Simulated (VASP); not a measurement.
Input of a VASP 6.6.1 run:

The input POSCAR:

```
HgTe
1.0
    0.0000000000      3.2218033281      3.2218033281
    3.2218033281      0.0000000000      3.2218033281
    3.2218033281      3.2218033281      0.0000000000
Hg Te
1 1
Direct
    0.0000000000      0.0000000000      0.0000000000
    0.2500000000      0.2500000000      0.2500000000
```

The input INCAR.step1:

```
SYSTEM = HgTe
ALGO = Normal ; EDIFF = 1E-4
ENCUT = 520 ; GGA = PE
ISMEAR = 0 ; LASPH = .True.
LCHARG = .False. ; LREAL = .False.
LWAVE = .True. ; NBANDS = 16
NELM = 80 ; PREC = Accurate
SIGMA = 0.05
```

The input INCAR.step2:

```
SYSTEM = HgTe
ALGO = Normal ; EDIFF = 1E-7
ENCUT = 520 ; ISIF = 2
ISMEAR = 0 ; ISTART = 1
IVDW = 12 ; LASPH = .True.
LCHARG = .False. ; LMIXTAU = .True.
LREAL = .False. ; LWAVE = .False.
METAGGA = R2SCAN ; NBANDS = 16
NELM = 80 ; PREC = Accurate
SIGMA = 0.05 ; VDW_A1 = 0.49484001
VDW_A2 = 5.73083694 ; VDW_S6 = 1.0
VDW_S8 = 0.78981345
```

Contents of KPOINTS:

```
k-points
0
Gamma
  10 10 10
  0 0 0
```

Potentials or basis: VASP PAW PBE potentials, release 64 (Hg, Te).

Launch:

```sh
$ cat potpaw_PBE.64/Hg/POTCAR potpaw_PBE.64/Te/POTCAR > POTCAR
$ cp INCAR.step1 INCAR
$ mpirun -np 1 vasp_std > vasp.out
$ cp INCAR.step2 INCAR
$ mpirun -np 1 vasp_std > vasp.out
```

(1) Predict the band gap on the k mesh.

(2) What does it give for the dispersion energy per atom?

(3) Estimate the pressure.

Results:

(1) zero (filled and empty bands touch).

(2) -0.177 eV.

(3) 2.0 GPa.

Caveat: the PAW data sets were made with another functional, which shifts forces and pressure a little; spin-orbit coupling is left out, which moves the levels of the heavy elements; pairwise dispersion overbinds metals, which lowers pressure and volume.
